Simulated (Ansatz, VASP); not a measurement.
**HfSi3O8 in VASP and in Ansatz**

```
Hf Si O
1.0
     4.43672    0.00000    0.00000
     0.00000    4.43672    0.00000
     0.00000    0.00000    6.99694
Hf Si O
1 3 8
Direct
  0.50000 0.50000 0.50000
  0.00000 0.00000 0.00000
  0.50000 0.00000 0.75000
  0.00000 0.50000 0.25000
  0.37662 0.75000 0.62500
  0.87662 0.25000 0.12500
  0.75000 0.87662 0.87500
  0.25000 0.37662 0.37500
  0.62338 0.25000 0.62500
  0.12338 0.75000 0.12500
  0.25000 0.12338 0.87500
  0.75000 0.62338 0.37500
```

Alike in both runs: task relaxation of cell and atoms; functional PBE; k mesh 4 × 4 × 4; occupations gaussian, width 0.1 eV; no spin polarisation.

|  | VASP | Ansatz |
| --- | --- | --- |
| version | VASP 6.6.1 | Ansatz 0.2.0 |
| potentials or method | VASP PAW PBE potentials, release 64 (Hf_pv, Si, O), cutoff 600 eV | scalar-relativistic, plane waves, PAW |
| valence electrons in the cell | 70 | 86 |

```csv
,VASP,Ansatz,Ansatz less VASP
"gap on the k mesh at the Fermi level, each at its own relaxed structure (eV)",5.03,4.95,-0.085
relaxed volume (Å³/atom),17.70,18.37,+0.669
relaxed length of the cell vector where the two differ most in proportion (Å),5.173,5.267,+0.0948
```

VASP's potentials hold 70 valence electrons a cell and Ansatz's 86, so a difference there can come from the potentials and not from the codes.

Spin-orbit coupling is off throughout. Noted on VASP's run: the volume moved by over 15 % at a fixed basis, so the end points are rough.
